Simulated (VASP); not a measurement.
Here is a VASP 6.6.1 calculation.

INCAR

```
SYSTEM = SnSe
PREC = Accurate ; ENCUT = 520
EDIFF = 1E-6 ; ISMEAR = 0
SIGMA = 0.05 ; LREAL = .False.
LASPH = .True. ; NELM = 100
ALGO = Normal ; ISIF = 2
LWAVE = .False. ; LCHARG = .False.
NBANDS = 17
```

KPOINTS

```
regular mesh
0
Gamma
  8 8 8
  0 0 0
```

File POSCAR:

```
SnSe
1.0
    0.0000000000      2.9466477701      2.9466477701
    2.9466477701      0.0000000000      2.9466477701
    2.9466477701      2.9466477701      0.0000000000
Sn Se
1 1
Direct
   -0.0179977428      0.0000000000      0.0000000000
    0.5000000000      0.5000000000      0.5000000000
```

Potentials or basis: VASP PAW LDA potentials, release 64 (Sn_d, Se).

Launch:

```sh
$ cat potpaw_LDA.64/Sn_d/POTCAR potpaw_LDA.64/Se/POTCAR > POTCAR
$ mpirun -np 1 vasp_std > vasp.out
```

(1) Predict the band gap on the k mesh.

(2) Predict the largest force.

(3) What does it give for the pressure?

Answers

(1) 0.77 eV, indirect (least direct gap 0.90 eV).

(2) 0.040 eV/Å.

(3) 0.2 GPa.

Caveat: the cell differs from its parent crystal (all Sn atoms moved +0.075 Å, as atom 1 towards its neighbour atom 1 (Sn) at 4.167 Å); spin-orbit coupling is left out, which moves the levels of the heavy elements.
